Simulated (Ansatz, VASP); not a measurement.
One calculation of Cs, two programs

Contents of INCAR:

```
  PREC = Accurate
  ENCUT = 520
  EDIFF = 1E-6
  ISMEAR = -1
  SIGMA = 0.08
  LREAL = F
  LASPH = T
  NELM = 100
  ALGO = Normal
  ISIF = 2
  LWAVE = F
  LCHARG = F
  GGA = PE
  NBANDS = 16
```

KPOINTS

```
regular mesh
0
Gamma
  6 6 6
```

File POSCAR:

```
Cs
1.0
    0.0000000000      4.8200830085      4.8200830085
    4.8200830085      0.0000000000      4.8200830085
    4.8200830085      4.8200830085      0.0000000000
Cs
2
Direct
   -0.1250000000     -0.1250000000     -0.1250000000
    0.1250000000      0.1250000000      0.1250000000
```

Input for Ansatz:

```yaml
crystal:
  lattice:
    - [0.0, 4.8200830085, 4.8200830085]
    - [4.8200830085, 0.0, 4.8200830085]
    - [4.8200830085, 4.8200830085, 0.0]
  atoms:
    - { symbol: Cs, position: [-0.125, -0.125, -0.125] }
    - { symbol: Cs, position: [0.125, 0.125, 0.125] }
kpoints:
  mp_grid: { grid: [6, 6, 6] }
scf:
  occupations: { method: fermi_dirac, width: 0.08 }
hamiltonian:
  xc: pbe
  pseudopotentials: { kind: all_electron, lapw: { basis_error: 0.001 } }
output:
  forces: true
  stress: true
  eigenvalues: true
  populations: true
```

Change from the starting cell: volume scaled by 0.6, LAPW.

Alike in both runs: task single point; functional PBE; k mesh 6 × 6 × 6; occupations fermi-dirac, width 0.08 eV; no spin polarisation.

```csv
,VASP,Ansatz
version,VASP 6.6.1,Ansatz 0.2.0
potentials or method,"VASP PAW PBE potentials, release 64 (Cs_sv), cutoff 520 eV","all-electron LAPW, scalar-relativistic"
```

|  | VASP | Ansatz | Ansatz less VASP |
| --- | --- | --- | --- |
| pressure (GPa) | 0.6 | 0.6 | +0.01 |

Ansatz ran all-electron here, and VASP with PAW potentials.

Spin-orbit coupling is off throughout.
